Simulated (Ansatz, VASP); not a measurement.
PbF2: VASP beside Ansatz

INCAR

```
PREC = Accurate
ENCUT = 520
EDIFF = 1E-7
ISMEAR = 0
SIGMA = 0.01
LREAL = False
LASPH = True
NELM = 80
ALGO = Normal
ISIF = 2
LWAVE = False
LCHARG = False
NBANDS = 37
```

File KPOINTS:

```
Automatic mesh
0
Gamma
  4 6 6
```

The input POSCAR:

```
PbF2
1.0
    5.8916182408      0.0000000000      0.0000000000
    0.0000000000      2.9458159690      2.9458164277
    0.0000000000     -2.9458159690      2.9458164277
Pb F
2 4
Direct
    0.5000000000      0.9699092238      0.9699092238
    0.0000000000      0.4699092238      0.4699092238
    0.7500052183      0.9699224585      0.4699213178
    0.2499947817      0.4699213178      0.9699224585
    0.7499947817      0.4699224585      0.9699213178
    0.2500052183      0.9699213178      0.4699224585
```

Input for Ansatz:

```yaml
crystal:
  lattice:
    - [5.8916182408, 0.0, 0.0]
    - [0.0, 2.945815969, 2.9458164277]
    - [0.0, -2.945815969, 2.9458164277]
  atoms:
    - { symbol: Pb, position: [0.5, 0.9699092238, 0.9699092238] }
    - { symbol: Pb, position: [0.0, 0.4699092238, 0.4699092238] }
    - { symbol: F, position: [0.7500052183, 0.9699224585, 0.4699213178] }
    - { symbol: F, position: [0.2499947817, 0.4699213178, 0.9699224585] }
    - { symbol: F, position: [0.7499947817, 0.4699224585, 0.9699213178] }
    - { symbol: F, position: [0.2500052183, 0.9699213178, 0.4699224585] }
kpoints:
  mp_grid: { grid: [4, 6, 6] }
  band_path:
    path:
      - [0.0, 0.0, 0.0]
      - [0.0, 0.5000003615, -0.5000003615]
      - [0.2499995995, 0.6250004714, -0.3750002517]
      - [0.7499987986, 0.3750002711, -0.3750002711]
      - [0.4999991991, 0.5000004005, 3.89e-08]
      - [0.4999991991, 0.5000003615, -0.5000003615]
      - [0.0, 0.4500003254, -0.4500003254]
    npoints: 1
hamiltonian:
  xc: lda
scf:
  occupations: { method: fixed }
  n_extra_bands: 5
output:
  forces: true
  stress: true
  eigenvalues: true
```

Alike in both runs: task single point; functional LDA; k mesh 4 × 6 × 6; no spin polarisation.

|  | VASP | Ansatz |
| --- | --- | --- |
| version | VASP 6.6.1 | Ansatz 0.2.0 |
| potentials or method | VASP PAW LDA potentials, release 64 (Pb_d, F) | plane waves, PAW |
| plane-wave cutoff (eV) | 520 | 420 |
| occupations | gaussian, width 0.01 eV | fixed |
| valence electrons in the cell | 56 | 56 |

```csv
,VASP,Ansatz,Ansatz less VASP
gap on the k mesh at the Fermi level (eV),4.22,4.26,+0.043
pressure (GPa),-3.3,-3.3,-0.01
```

LDA's correlation is that of Perdew and Zunger in VASP and of Perdew and Wang (1992) in Ansatz. Ansatz's warnings: near symmetry operation missed by atoms, structure snapped to symmetry, symmetry narrowed to a group.

Spin-orbit coupling is off throughout.
